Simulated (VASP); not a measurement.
A run of VASP 6.6.1:

File INCAR:

```
ALGO     = Normal         # electronic algorithm
EDIFF    = 1E-6           # SCF threshold, eV
ENCUT    = 520            # plane-wave cutoff, eV
GGA      = CA             # functional
ISIF     = 2              # what is computed and relaxed
ISMEAR   = 0              # smearing method
LASPH    = T              # aspherical terms in the spheres
LCHARG   = F              # write CHGCAR
LREAL    = F              # projectors in reciprocal space
LWAVE    = F              # write WAVECAR
NBANDS   = 11             # bands
NELM     = 100            # most SCF steps
PREC     = Accurate       # precision mode
SIGMA    = 0.05           # smearing width, eV
```

KPOINTS

```
k-points
0
Gamma
  12 12 12
```

POSCAR

```
Si
1.0
    0.0000000000      2.5712112717      2.7653377228
    2.5712112717      0.0000000000      2.7653377228
    2.5712112717      2.5712112717      0.0000000000
Si
2
Direct
    0.5000000000      0.5000000000      0.5000000000
    0.7500000000      0.7500000000      0.7500000000
```

Potentials or basis: VASP PAW LDA potentials, release 64 (Si).

Command:

```sh
$ cat potpaw_LDA.64/Si/POTCAR > POTCAR
$ mpirun -np 1 vasp_std > vasp.out
```

Hardware: 1 thread of Intel(R) Xeon(R) Platinum 8488C (Sapphire Rapids), with other jobs on the host.

Problem. Estimate the wall time of this run.

Solution. Wall time 25 s on 1 thread of Intel(R) Xeon(R) Platinum 8488C (Sapphire Rapids), on a shared host, peak memory 0.17 GiB. Counts: scf iterations 11, k points 163.
